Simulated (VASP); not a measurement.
# GaSb (F-43m) in VASP: further runs, part 2 of 2

VASP 6.6.1.

## Step 5: Single point, PBE

This run uses another cell than the first one, of 25.16 Å³/atom, 1.115 times its volume.

INCAR

```
SYSTEM = GaSb
PREC     = Accurate       ! precision mode
ENCUT    = 520            ! plane-wave cutoff, eV
EDIFF    = 1E-7           ! SCF threshold, eV
ISMEAR   = 0              ! smearing method
SIGMA    = 0.1            ! smearing width, eV
LREAL    = .False.        ! projectors in reciprocal space
LASPH    = .True.         ! aspherical terms in the spheres
NELM     = 60             ! most SCF steps
ALGO     = Normal         ! electronic algorithm
ISIF     = 2              ! what is computed and relaxed
LWAVE    = .False.        ! write WAVECAR
LCHARG   = .False.        ! write CHGCAR
GGA      = PE             ! functional
NBANDS   = 16             ! bands
```

KPOINTS

```
Automatic mesh
0
Gamma
  12 12 12
  0 0 0
```

POSCAR

```
GaSb
1.0
    0.0000000000      2.9300556741      2.9300556741
    2.9300556741      0.0000000000      2.9300556741
    2.9300556741      2.9300556741      0.0000000000
Ga Sb
1 1
Direct
    0.0000000000      0.0000000000      0.0000000000
    0.7500000000      0.7500000000      0.7500000000
```

Potentials or basis: VASP PAW PBE potentials, release 64 (Ga_d, Sb).

Command:

```console
cat potpaw_PBE.64/Ga_d/POTCAR potpaw_PBE.64/Sb/POTCAR > POTCAR
mpirun -np 1 vasp_std > vasp.out
```

OUTCAR:

```text
SYSTEM = GaSb
   PREC = Accurate
   ENCUT = 520
   EDIFF = 1E-7
   ISMEAR = 0
   LREAL = .False.
   LASPH = .True.
   NELM = 60
   ISIF = 2
   GGA = PE

 ion  position               nearest neighbor table
   1  0.000  0.000  0.000-   2 2.54   2 2.54   2 2.54   2 2.54
   2  0.750  0.750  0.750-   1 2.54   1 2.54   1 2.54   1 2.54

  LATTYP: Found a face centered cubic cell.
 ALAT       =     5.8601113482

  Lattice vectors:

 A1 = (   0.0000000000,   2.9300556741,   2.9300556741)
 A2 = (   2.9300556741,   0.0000000000,   2.9300556741)
 A3 = (   2.9300556741,   2.9300556741,   0.0000000000)

Analysis of symmetry for initial positions (statically):
=====================================================================
 Subroutine PRICEL returns:
 Original cell was already a primitive cell.

 Routine SETGRP: Setting up the symmetry group for a
 face centered cubic supercell.

 Subroutine GETGRP returns: Found 24 space group operations
 (whereof 24 operations were pure point group operations)
 out of a pool of 48 trial point group operations.

The static configuration has the point symmetry T_d .

Analysis of symmetry for dynamics (positions and initial velocities):
[... 162 lines left out ...]
 cond. band min:       6.9473936807   @ k =   0.4167   0.4167   0.0000
 fundamental gap:      0.6539688611
 Fermi energy:         6.6150336630

 k-point     1 :       0.0000    0.0000    0.0000
  band No.  band energies     occupation
      1      -9.0553      2.00000
      2      -9.0553      2.00000
      3      -9.0553      2.00000
      4      -8.9821      2.00000
      5      -8.9821      2.00000
      6      -6.1635      2.00000
[... 433 lines left out ...]
      3      -9.0334      2.00000
      4      -8.9852      2.00000
      5      -8.9828      2.00000
      6      -3.9559      2.00000
[... 8 lines left out ...]
     15      15.2646      0.00000
     16      15.7718      0.00000

 [... further k-points ...]

------------------------ aborting loop because EDIFF is reached ----------------------------------------

  FORCE on cell =-STRESS in cart. coord.  units (eV):
  Direction    XX          YY          ZZ          XY          YZ          ZX
  --------------------------------------------------------------------------------------
  -------------------------------------------------------------------------------------
  Total        3.7925296      3.7925296      3.7925296      0.0000000      0.0000000      0.0000000
  in kB      120.7763630    120.7763630    120.7763630      0.0000000      0.0000000      0.0000000
  external PRESSURE =     120.7763630 kB  Pullay stress =       0.0000000 kB

 VOLUME and BASIS-vectors are now :
 -----------------------------------------------------------------------------
  energy-cutoff  :      520.00
  volume of cell :       50.31
      direct lattice vectors                 reciprocal lattice vectors
     0.000000000  2.930055674  2.930055674    -0.170645222  0.170645222  0.170645222
     2.930055674  0.000000000  2.930055674     0.170645222 -0.170645222  0.170645222
     2.930055674  2.930055674  0.000000000     0.170645222  0.170645222 -0.170645222

 POSITION                                       TOTAL-FORCE (eV/Angst)
 -----------------------------------------------------------------------------------
      0.00000      0.00000      0.00000         0.000000      0.000000      0.000000
      4.39508      4.39508      4.39508        -0.000000     -0.000000     -0.000000
 -----------------------------------------------------------------------------------
    total drift:                               -0.000001     -0.000001     -0.000001

  FREE ENERGIE OF THE ION-ELECTRON SYSTEM (eV)
  ---------------------------------------------------
  free  energy   TOTEN  =        -7.0625014031 eV

  energy  without entropy=       -7.0625013966  energy(sigma->0) =       -7.06250140
```

OSZICAR:

```text
N       E                     dE             d eps       ncg     rms          rms(c)
DAV:   1     0.870970413201E+02    0.87097E+02   -0.86759E+03  2328   0.147E+03
DAV:   2    -0.318954866105E+00   -0.87416E+02   -0.83386E+02  2664   0.313E+02
DAV:   3    -0.702280604661E+01   -0.67039E+01   -0.66887E+01  2856   0.666E+01
DAV:   4    -0.713631444923E+01   -0.11351E+00   -0.11350E+00  2792   0.974E+00
DAV:   5    -0.713889312698E+01   -0.25787E-02   -0.25786E-02  3032   0.133E+00    0.374E+00
DAV:   6    -0.708137860901E+01    0.57515E-01   -0.64208E-02  3536   0.423E+00    0.229E+00
DAV:   7    -0.706106597024E+01    0.20313E-01   -0.50890E-02  2656   0.186E+00    0.366E-01
DAV:   8    -0.706203744025E+01   -0.97147E-03   -0.46754E-03  2968   0.820E-01    0.126E-01
DAV:   9    -0.706249301874E+01   -0.45558E-03   -0.77771E-04  2688   0.200E-01    0.475E-02
DAV:  10    -0.706248013118E+01    0.12888E-04   -0.26770E-05  3016   0.364E-02    0.167E-02
DAV:  11    -0.706250135066E+01   -0.21219E-04   -0.32545E-05  2688   0.351E-02    0.628E-03
DAV:  12    -0.706250140308E+01   -0.52418E-07   -0.82956E-07  3072   0.751E-03
   1 F= -.70625014E+01 E0= -.70625014E+01  d E =-.644015E-08
```

Wall time 33 s (1 thread of Intel Xeon 6975P-C, shared host); peak memory 0.22 GiB.

What came out:

- Free energy: -7.0625 eV
- Pressure: 12.1 GPa
- Band gap on the k mesh: 0.65 eV, indirect (least direct gap 1.00 eV)

Caveat: spin-orbit coupling is left out, which moves the levels of the heavy elements. A k mesh can miss the band edges.

## Step 6: Summary

| cell | k mesh | gap on the mesh (eV) | pressure (GPa) |
| --- | --- | --- | --- |
| a = 3.996 Å, angles 60.0°, 2 atoms | 12 × 12 × 12 | 0.41 | 25.1 |
| a = 3.651 Å, angles 60.0°, 2 atoms | 14 × 14 × 14 | none | 90.0 |
| a = 4.144 Å, angles 60.0°, 2 atoms | 12 × 12 × 12 | 0.65 | 12.1 |

Alike in all rows: task single point; level PBE; potentials or basis VASP PAW PBE potentials, release 64 (Ga_d, Sb); no spin polarisation; cutoff (eV) 520; smearing gaussian 0.1 eV.

Caveats: spin-orbit coupling is left out, which moves the levels of the heavy elements.

Total energies depend on the potentials used, so only differences within one code and one set of settings carry meaning.
